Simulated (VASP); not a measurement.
Here is a VASP 6.6.1 calculation.

File INCAR:

```
PREC     = Accurate       # precision mode
ENCUT    = 500            # plane-wave cutoff, eV
EDIFF    = 1E-6           # SCF threshold, eV
ISMEAR   = 0              # smearing method
SIGMA    = 0.05           # smearing width, eV
LREAL    = F              # projectors in reciprocal space
LASPH    = T              # aspherical terms in the spheres
NELM     = 120            # most SCF steps
ALGO     = Normal         # electronic algorithm
ISIF     = 2              # what is computed and relaxed
LWAVE    = F              # write WAVECAR
LCHARG   = T              # write CHGCAR
GGA      = PE             # functional
IVDW     = 12             # dispersion correction
LELF     = T              # ELF
LVHAR    = T            
NBANDS   = 15             # bands
GGA_COMPAT= F
```

The input KPOINTS:

```
regular mesh
0
Gamma
  8 8 8
```

The input POSCAR:

```
CaS
1.0
    0.0000000000      2.7789761999      2.7789761999
    2.7789761999      0.0000000000      2.7789761999
    2.7789761999      2.7789761999      0.0000000000
Ca S
1 1
Direct
    0.5000000000      0.5000000000      0.5000000000
    0.0000000000      0.0000000000      0.0000000000
```

Potentials or basis: VASP PAW PBE potentials, release 64 (Ca_sv, S).

The run is started by

```sh
$ cat potpaw_PBE.64/Ca_sv/POTCAR potpaw_PBE.64/S/POTCAR > POTCAR
$ mpirun -np 1 vasp_std > vasp.out
```

(1) Predict the pressure.

(2) What does it give for the band gap on the k mesh?

Results:

(1) 3.0 GPa.

(2) 2.17 eV, indirect (least direct gap 3.03 eV).
